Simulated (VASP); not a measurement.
# Ga3As3C in VASP: a series of runs

The runs below take Ga3As3C through single point, relaxation of the atoms, with PBE.

Everything below comes from runs of VASP 6.6.1. Logs are shortened: lines on timing, memory, paths and dates and some standing lists are left out, and cuts for length are marked.

**1. The cell of the first run**

The cell holds a slab with vacuum, 7 atoms: a = 4.063 Å, b = 5.746 Å, c = 19.892 Å, α = 90.00°, β = 90.00°, γ = 90.00°.

**2. Single point, PBE, collinear spin**

File INCAR:

```
  ALGO = Normal
  DIPOL = 0.5 0.5 0.314
  EDIFF = 1E-6
  ENCUT = 520
  GGA = PE
  IDIPOL = 3
  ISIF = 2
  ISMEAR = 0
  ISPIN = 2
  LASPH = T
  LCHARG = T
  LDIPOL = T
  LELF = T
  LORBIT = 11
  LREAL = F
  LVACPOTAV = T
  LVHAR = T
  LWAVE = F
  MAGMOM = 0 0 0 0 0 0 2
  NBANDS = 42
  NELM = 150
  PREC = Accurate
  SIGMA = 0.05
```

File KPOINTS:

```
k-points
0
Gamma
  7 5 1
```

File POSCAR:

```
Ga3As3C
1.0
    4.0629609257      0.0000000000      0.0000000000
    0.0000000000      5.7458944445      0.0000000000
    0.0000000000      0.0000000000     19.8924422580
Ga As C
3 3 1
Direct
    0.5000000000      0.5000000000      0.2010813930
    0.0000000000      0.0635978709      0.3146195193
    0.5000000000      0.4877934284      0.3796180935
    0.0000000000      0.2500000000      0.2010813930
    0.5000000000      0.8095619862      0.2945554352
    0.0000000000      0.2894090607      0.4218909950
    0.5000000000      0.9560757273      0.3828819744
```

Potentials or basis: VASP PAW PBE potentials, release 64 (Ga_d, As, C).

Run with:

```console
cat potpaw_PBE.64/Ga_d/POTCAR potpaw_PBE.64/As/POTCAR potpaw_PBE.64/C/POTCAR > POTCAR
mpirun -np 1 vasp_std > vasp.out
```

OUTCAR:

```text
EDIFF = 1E-6
   ENCUT = 520
   GGA = PE
   ISIF = 2
   ISMEAR = 0
   ISPIN = 2
   LASPH = T
   LORBIT = 11
   LREAL = F
   NELM = 150
   PREC = Accurate

 ion  position               nearest neighbor table
   1  0.500  0.500  0.201-   4 2.49   4 2.49   5 2.57
   2  0.000  0.064  0.315-   6 2.50   4 2.50   5 2.53   5 2.53
   3  0.500  0.488  0.380-   6 2.48   6 2.48   5 2.51
   4  0.000  0.250  0.201-   1 2.49   1 2.49   2 2.50
   5  0.500  0.810  0.295-   7 1.95   3 2.51   2 2.53   2 2.53   1 2.57
   6  0.000  0.289  0.422-   3 2.48   3 2.48   2 2.50
   7  0.500  0.956  0.383-   5 1.95

  LATTYP: Found a simple orthorhombic cell.
 ALAT       =     4.0629609257
 B/A-ratio  =     1.4142135624
 C/A-ratio  =     4.8960456725

  Lattice vectors:

 A1 = (   4.0629609257,   0.0000000000,   0.0000000000)
 A2 = (   0.0000000000,   5.7458944445,   0.0000000000)
 A3 = (   0.0000000000,   0.0000000000,  19.8924422580)

Analysis of symmetry for initial positions (statically):
=====================================================================
 Subroutine PRICEL returns:
 Original cell was already a primitive cell.

 Routine SETGRP: Setting up the symmetry group for a
 simple orthorhombic supercell.

 Subroutine GETGRP returns: Found  2 space group operations
 (whereof  2 operations were pure point group operations)
 out of a pool of  8 trial point group operations.

The static configuration has the point symmetry C_1h.

Analysis of symmetry for dynamics (positions and initial velocities):
=====================================================================
 Subroutine PRICEL returns:
 Original cell was already a primitive cell.

 Routine SETGRP: Setting up the symmetry group for a
 simple orthorhombic supercell.

 Subroutine GETGRP returns: Found  2 space group operations
 (whereof  2 operations were pure point group operations)
 out of a pool of  8 trial point group operations.

The dynamic configuration has the point symmetry C_1h.

Analysis of structural, dynamic, and magnetic symmetry:
=====================================================================
 Subroutine PRICEL returns:
 Original cell was already a primitive cell.

 Routine SETGRP: Setting up the symmetry group for a
 simple orthorhombic supercell.

 Subroutine GETGRP returns: Found  2 space group operations
 (whereof  2 operations were pure point group operations)
[... 143 lines left out ...]

 Free energy of the ion-electron system (eV)
  ---------------------------------------------------
  ext. energy  EPLUGINS =         0.00000000
  ---------------------------------------------------
  free energy    TOTEN  =       -26.50868324 eV

  energy without entropy =      -26.50364230  energy(sigma->0) =      -26.50616277

 E-fermi :  -2.0070     XC(G=0):  -3.7869

 val. band max:       -2.0070788575   @ k =   0.1429   0.4000   0.0000
 cond. band min:      -1.9989580819   @ k =   0.4286   0.0000   0.0000
 fundamental gap:      0.0081207755
 Fermi energy:        -2.0070078218

 spin component 1

 k-point     1 :       0.0000    0.0000    0.0000
  band No.  band energies     occupation
      1     -17.1959      1.00000
      2     -17.0856      1.00000
      3     -17.0509      1.00000
      4     -17.0124      1.00000
      5     -17.0111      1.00000
      6     -16.9746      1.00000
[... 517 lines left out ...]
     40       4.0087      0.00000
     41       4.5200      0.00000
 Fermi energy:        -2.0070078218

 spin component 2

 k-point     1 :       0.0000    0.0000    0.0000
  band No.  band energies     occupation
      1     -17.1946      1.00000
      2     -17.0849      1.00000
      3     -17.0495      1.00000
      4     -17.0113      1.00000
      5     -17.0098      1.00000
      6     -16.9717      1.00000
[... 517 lines left out ...]
     40       4.0159      0.00000
     41       4.5254      0.00000
 [bands above 41 left out]

------------------------ aborting loop because EDIFF is reached ----------------------------------------

  FORCE on cell =-STRESS in cart. coord.  units (eV):
  Direction    XX          YY          ZZ          XY          YZ          ZX
  --------------------------------------------------------------------------------------
  -------------------------------------------------------------------------------------
  Total        0.5545834     -1.4388643      1.2579300      0.0000000     -0.0111672      0.0000000
  in kB        1.9133265     -4.9641171      4.3398894      0.0000000     -0.0385273      0.0000000
  external PRESSURE =       0.4296996 kB  Pullay stress =       0.0000000 kB

 VOLUME and BASIS-vectors are now :
 -----------------------------------------------------------------------------
  energy-cutoff  :      520.00
  volume of cell :      464.40
      direct lattice vectors                 reciprocal lattice vectors
     4.062960926  0.000000000  0.000000000     0.246125921  0.000000000  0.000000000
     0.000000000  5.745894445  0.000000000     0.000000000  0.174037308  0.000000000
     0.000000000  0.000000000 19.892442258     0.000000000  0.000000000  0.050270348

 POSITION                                       TOTAL-FORCE (eV/Angst)
 -----------------------------------------------------------------------------------
      2.03148      2.87295      4.00000         0.000000     -0.441310      0.126115
      0.00000      0.36543      6.25855         0.000000      0.837792      0.329400
      2.03148      2.80281      7.55153         0.000000      0.129638      0.298617
      0.00000      1.43647      4.00000         0.000000      0.306324     -0.421435
      2.03148      4.65166      5.85943         0.000000     -0.503330     -0.389082
      0.00000      1.66291      8.39244         0.000000     -0.305447     -0.025821
      2.03148      5.49351      7.61646         0.000000     -0.023667      0.082206
 -----------------------------------------------------------------------------------
    total drift:                                0.000000      0.000600      0.000712

  FREE ENERGIE OF THE ION-ELECTRON SYSTEM (eV)
  ---------------------------------------------------
  free  energy   TOTEN  =       -26.5086832408 eV

  energy  without entropy=      -26.5036422962  energy(sigma->0) =      -26.50616277

 vacuum level on the upper side and lower side of the slab         2.943         2.564

 total charge

# of ion       s       p       d       tot
------------------------------------------
    1        0.999   0.580   9.959  11.539
    2        0.922   0.695  10.001  11.618
    3        0.962   0.632   9.970  11.565
    4        1.273   1.428   0.025   2.726
    5        1.241   1.504   0.078   2.823
    6        1.290   1.375   0.034   2.698
    7        1.007   1.137   0.000   2.144
--------------------------------------------------
tot          7.694   7.352  30.067  45.113

 magnetization (x)

# of ion       s       p       d       tot
------------------------------------------
    1        0.006   0.007  -0.000   0.014
    2        0.002   0.000   0.000   0.003
    3       -0.000   0.001   0.000   0.000
    4        0.000   0.003   0.000   0.003
    5        0.000  -0.002   0.001  -0.000
    6        0.000   0.002   0.000   0.002
    7        0.001   0.011   0.000   0.011
--------------------------------------------------
tot          0.009   0.021   0.002   0.032
```

stdout:

```text
POSCAR found type information on POSCAR GaAsC
 POSCAR found :  3 types and       7 ions
 scaLAPACK will be used
 LDA part: xc-table for (Slater+PW92), standard interpolation
 POSCAR, INCAR and KPOINTS ok, starting setup
 FFT: planning ... GRIDC
 FFT: planning ... GRID_SOFT
 FFT: planning ... GRID
 WAVECAR not read
 entering main loop
 -----------------------------------------------------------------------------
|                                                                             |
|           W    W    AA    RRRRR   N    N  II  N    N   GGGG   !!!           |
|           W    W   A  A   R    R  NN   N  II  NN   N  G    G  !!!           |
|           W    W  A    A  R    R  N N  N  II  N N  N  G       !!!           |
|           W WW W  AAAAAA  RRRRR   N  N N  II  N  N N  G  GGG   !            |
|           WW  WW  A    A  R   R   N   NN  II  N   NN  G    G                |
|           W    W  A    A  R    R  N    N  II  N    N   GGGG   !!!           |
|                                                                             |
|     Did not find any points to average over, which means that no vacuum     |
|     field-free region was found. Please increase the size of  your cell     |
|     in the dimension of the dipole correction to obtain accurate            |
|     workfunction values.                                                    |
|                                                                             |
 -----------------------------------------------------------------------------
```

Wall time 17 min (1 thread of Intel Xeon Platinum 8559C (Emerald Rapids), shared host); peak memory 0.85 GiB.

What came out:

```
Free energy                                           : -26.5087 eV
Largest force                                         : 0.900 eV/Å
Net moment                                            : 0.06 μB per cell
Valence electrons inside the program's atomic spheres : Ga 11.54, 11.62, 11.56; As 2.73, 2.82, 2.70; C 2.14
```

Forces on the atoms (eV/Å):
```
Ga   0.000 -0.441  0.126
Ga   0.000  0.838  0.329
Ga   0.000  0.130  0.299
As   0.000  0.306 -0.421
As   0.000 -0.503 -0.389
As   0.000 -0.305 -0.026
C    0.000 -0.024  0.082
```

**3. Single point, PBE, collinear spin**

File INCAR:

```
PREC = Accurate
ENCUT = 520
EDIFF = 1E-6
ISMEAR = 0
SIGMA = 0.05
LREAL = F
LASPH = T
NELM = 150
ALGO = Normal
ISIF = 2
LWAVE = F
LCHARG = F
ISPIN = 2
MAGMOM = 0 0 0 0 0 0 2
LORBIT = 11
LDIPOL = T
IDIPOL = 3
DIPOL = 0.5 0.5 0.325
GGA = PE
NBANDS = 42
```

File KPOINTS:

```
regular mesh
0
Gamma
  7 5 1
```

Changes to POSCAR since step 2:

```diff
@@ -14,2 +14,2 @@
     0.0000000000      0.2894090607      0.4218909950
-    0.5000000000      0.9560757273      0.3828819744
+    0.5000000000      0.2894090607      0.4599042888
```

Potentials or basis: VASP PAW PBE potentials, release 64 (Ga_d, As, C).

Run with:

```console
cat potpaw_PBE.64/Ga_d/POTCAR potpaw_PBE.64/As/POTCAR potpaw_PBE.64/C/POTCAR > POTCAR
mpirun -np 1 vasp_std > vasp.out
```

OUTCAR:

```text
PREC = Accurate
   ENCUT = 520
   EDIFF = 1E-6
   ISMEAR = 0
   LREAL = F
   LASPH = T
   NELM = 150
   ISIF = 2
   ISPIN = 2
   LORBIT = 11
   GGA = PE

 ion  position               nearest neighbor table
   1  0.500  0.500  0.201-   4 2.49   4 2.49   5 2.57
   2  0.000  0.064  0.315-   6 2.50   4 2.50   5 2.53   5 2.53
   3  0.500  0.488  0.380-   7 1.96   6 2.48   6 2.48   5 2.51
   4  0.000  0.250  0.201-   1 2.49   1 2.49   2 2.50
   5  0.500  0.810  0.295-   3 2.51   2 2.53   2 2.53   1 2.57
   6  0.000  0.289  0.422-   7 2.17   7 2.17   3 2.48   3 2.48   2 2.50
   7  0.500  0.289  0.460-   3 1.96   6 2.17   6 2.17

  LATTYP: Found a simple orthorhombic cell.
 ALAT       =     4.0629609257
 B/A-ratio  =     1.4142135624
[... 1295 lines left out ...]
      0.00000      1.43647      4.00000         0.000000      0.431068     -0.874768
      2.03148      4.65166      5.85943         0.000000     -0.398087      0.102627
      0.00000      1.66291      8.39244         0.000000     -1.340525      0.783367
      2.03148      1.66291      9.14862         0.000000      0.197125      0.006047
 -----------------------------------------------------------------------------------
    total drift:                                0.000000      0.000814      0.000618

  FREE ENERGIE OF THE ION-ELECTRON SYSTEM (eV)
  ---------------------------------------------------
  free  energy   TOTEN  =       -26.9421466078 eV

  energy  without entropy=      -26.9421431212  energy(sigma->0) =      -26.94214486

 vacuum level on the upper side and lower side of the slab         3.502         2.204

 total charge

# of ion       s       p       d       tot
------------------------------------------
    1        0.964   0.588   9.964  11.517
    2        0.934   0.705   9.981  11.620
    3        0.956   0.747  10.001  11.704
    4        1.260   1.461   0.022   2.743
    5        1.242   1.481   0.028   2.751
    6        1.268   1.371   0.081   2.721
    7        0.978   1.194   0.000   2.172
--------------------------------------------------
tot          7.602   7.548  30.077  45.227

 magnetization (x)

# of ion       s       p       d       tot
------------------------------------------
    1       -0.000   0.000   0.000   0.000
    2        0.000  -0.000   0.000  -0.000
    3       -0.000  -0.000  -0.000  -0.000
    4       -0.000   0.000   0.000  -0.000
    5       -0.000  -0.000   0.000  -0.000
    6       -0.000  -0.000  -0.000  -0.000
    7        0.000   0.000   0.000   0.000
--------------------------------------------------
tot         -0.000  -0.000  -0.000  -0.000
```

stdout:

```text
POSCAR found type information on POSCAR GaAsC
 POSCAR found :  3 types and       7 ions
 scaLAPACK will be used
 LDA part: xc-table for (Slater+PW92), standard interpolation
 POSCAR, INCAR and KPOINTS ok, starting setup
 FFT: planning ... GRIDC
 FFT: planning ... GRID_SOFT
 FFT: planning ... GRID
 WAVECAR not read
 entering main loop
```

Wall time 33 min (1 thread of Intel Xeon 8259CL, shared host); peak memory 0.86 GiB.

What came out:

```
Free energy                                           : -26.9421 eV
Largest force                                         : 2.036 eV/Å
Band gap on the k mesh                                : 0.26 eV (least direct gap 0.44 eV)
Net moment                                            : 0.00 μB per cell
Valence electrons inside the program's atomic spheres : Ga 11.52, 11.62, 11.70; As 2.74, 2.75, 2.72; C 2.17
```

Forces on the atoms (eV/Å):
```
Ga   0.000 -0.445  1.068
Ga   0.000 -0.249 -0.142
Ga   0.000  1.804 -0.943
As   0.000  0.431 -0.875
As   0.000 -0.398  0.103
As   0.000 -1.341  0.783
C    0.000  0.197  0.006
```

Levels at points of the mesh, in eV from the valence-band top:
Spin up:
```
           k point  band 27  band 28  band 29  band 30  band 31  band 32
(0.00, 0.00, 0.00)    -1.70    -0.62    -0.15     0.71     0.94     1.96
```
Spin down:
```csv
k point,band 27,band 28,band 29,band 30,band 31,band 32
"(0.00, 0.00, 0.00)",-1.70,-0.62,-0.15,0.71,0.94,1.96
```

**4. Relaxation of the atoms, PBE, collinear spin**

File INCAR:

```
PREC = Accurate ; ENCUT = 520
EDIFF = 1E-7 ; ISMEAR = 0
SIGMA = 0.05 ; LREAL = False
LASPH = True ; NELM = 200
ALGO = Normal ; ISIF = 2
LWAVE = False ; LCHARG = False
ISPIN = 2 ; MAGMOM = 0 0 0 0 0 0 2
LORBIT = 11 ; LDIPOL = True
IDIPOL = 3 ; DIPOL = 0.5 0.5 0.321
GGA = PE ; IBRION = 2
NSW = 36 ; EDIFFG = -0.025
GGA_COMPAT = False ; NELMIN = 4
NELMDL = -8 ; KPAR = 8
```

File KPOINTS:

```
Automatic mesh
0
Gamma
  7 5 1
```

File POSCAR:

```
Ga3As3C
1.0
    4.0629609257      0.0000000000      0.0000000000
    0.0000000000      5.7458944445      0.0000000000
    0.0000000000      0.0000000000     19.8924422580
Ga As C
3 3 1
Selective dynamics
Direct
    0.5000000000      0.5000000000      0.2010813930  F F F
    0.0000000000      0.0635978709      0.3146195193  F F F
    0.5000000000      0.4877934284      0.3796180935  F F F
    0.0000000000      0.2500000000      0.2010813930  F F F
    0.5000000000      0.8095619862      0.2945554352  F F F
    0.0000000000      0.2894090607      0.4218909950  F F F
    0.0000000000      0.6227423940      0.4373391767  F F T
```

Run with:

```console
cat potpaw_PBE.64/Ga_d/POTCAR potpaw_PBE.64/As/POTCAR potpaw_PBE.64/C/POTCAR > POTCAR
mpirun -np 8 vasp_std > vasp.out
```

Run time: 8.4 min. Hardware: 8 MPI ranks of AMD EPYC 9R45 (Zen 5), shared host; peak memory 0.87 GiB.

The run converged. Its results:

- Free energy: -26.9994 eV
- Energy gained by relaxing: 23.1 meV/atom
- Ionic steps: 6
- Net moment: 0.52 μB per cell
- Site moments: Ga -0.00, +0.03, +0.04; As +0.01, +0.00 (each value once); C +0.20 μB
- Valence electrons inside the program's atomic spheres: Ga 11.53, 11.59, 11.62; As 2.74, 2.80 (each value once); C 2.18

The path:
```tsv
step	energy change (eV)	largest force on free atoms (eV/Å)	pressure (GPa)
1	0.0000	0.6298	-0.35
2	-0.0185	0.5870	-0.33
3	-0.0668	0.4774	-0.25
4	-0.1347	0.2651	-0.11
5	-0.1436	0.2394	0.06
6	-0.1619	0.0163	0.00
```

Final structure:
```
CELL_PARAMETERS angstrom
4.06296 0.00000 0.00000
0.00000 5.74589 0.00000
0.00000 0.00000 19.89244
ATOMIC_POSITIONS crystal
Ga 0.50000 0.50000 0.20108
Ga 0.00000 0.06360 0.31462
Ga 0.50000 0.48779 0.37962
As 0.00000 0.25000 0.20108
As 0.50000 0.80956 0.29456
As 0.00000 0.28941 0.42189
C 0.00000 0.62274 0.41243
```

Levels at points of the mesh, in eV from the Fermi level:
Spin up:
| k point | band 25 | band 26 | band 27 | band 28 | band 29 | band 30 | band 31 | band 32 | band 33 | band 34 |
| --- | --- | --- | --- | --- | --- | --- | --- | --- | --- | --- |
| (0.00, 0.00, 0.00) | -2.10 | -1.83 | -1.29 | -0.78 | -0.50 | 0.26 | 0.94 | 1.06 | 2.05 | 2.60 |
Spin down:
```csv
k point,band 26,band 27,band 28,band 29,band 30,band 31,band 32,band 33
"(0.00, 0.00, 0.00)",-1.81,-1.20,-0.66,-0.49,0.68,1.12,1.14,2.08
```

**5. The runs side by side**

```tsv
task	cell	atoms held fixed (from 0)	gap on the mesh (eV)	moment (μB)	largest force (eV/Å)
single point	as given, atomic positions A	-	none	0.06	0.90
single point	as given, atomic positions B	-	0.26	0.00	2.04
relaxation of the atoms	atoms relaxed, atomic positions C	[0, 3, 1, 4, 2, 5, 6]	none	0.52	-
```

Alike in all rows: level PBE; potentials or basis VASP PAW PBE potentials, release 64 (Ga_d, As, C); spin collinear; k mesh 7 × 5 × 1; cutoff (eV) 520; smearing gaussian 0.05 eV.

Absolute energies hang on the potentials; compare differences alone.
